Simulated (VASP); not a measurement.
Input of a VASP 6.6.1 run:

The input INCAR:

```
ALGO = Fast ; DIPOL = 0.5 0.5 0.491
EDIFF = 1E-6 ; EDIFFG = -0.03
ENCUT = 520 ; GGA = PS
IBRION = 2 ; IDIPOL = 3
ISIF = 2 ; ISMEAR = 0
LASPH = True ; LCHARG = False
LDIPOL = True ; LREAL = False
LWAVE = False ; NELM = 80
NSW = 90 ; PREC = Accurate
SIGMA = 0.1
```

Contents of KPOINTS:

```
k-points
0
Gamma
  10 10 1
```

The input POSCAR:

```
Al3Ni4B
1.0
    2.8621655485      0.0000000000      0.0000000000
    0.0000000000      2.8621655485      0.0000000000
    0.0000000000      0.0000000000     27.5864966455
Ni Al B
4 3 1
Selective dynamics
Direct
    0.5000000000      0.5000000000      0.3081217636  F F F
    0.5000000000      0.5000000000      0.4118741750  F F F
    0.5000000000      0.5000000000      0.5140172944  T T T
    0.5000000000      0.5000000000      0.6151410701  T T T
    0.0000000000      0.0000000000      0.3599979694  F F F
    0.0000000000      0.0000000000      0.4634325494  T T T
    0.0000000000      0.0000000000      0.5687870211  T T T
    0.5000000000      0.5000000000      0.6905402781  T T T
```

Potentials or basis: VASP PAW PBE potentials, release 64 (Ni, Al, B).

Run with:

```sh
$ cat potpaw_PBE.64/Ni/POTCAR potpaw_PBE.64/Al/POTCAR potpaw_PBE.64/B/POTCAR > POTCAR
$ mpirun -np 1 vasp_std > vasp.out
```

(1) Predict the band gap on the k mesh.

(2) Predict the energy gained by relaxing.

## Answers

(1) zero (bands 26 and 27 overlap by 1.37 eV).

(2) 49.1 meV/atom.
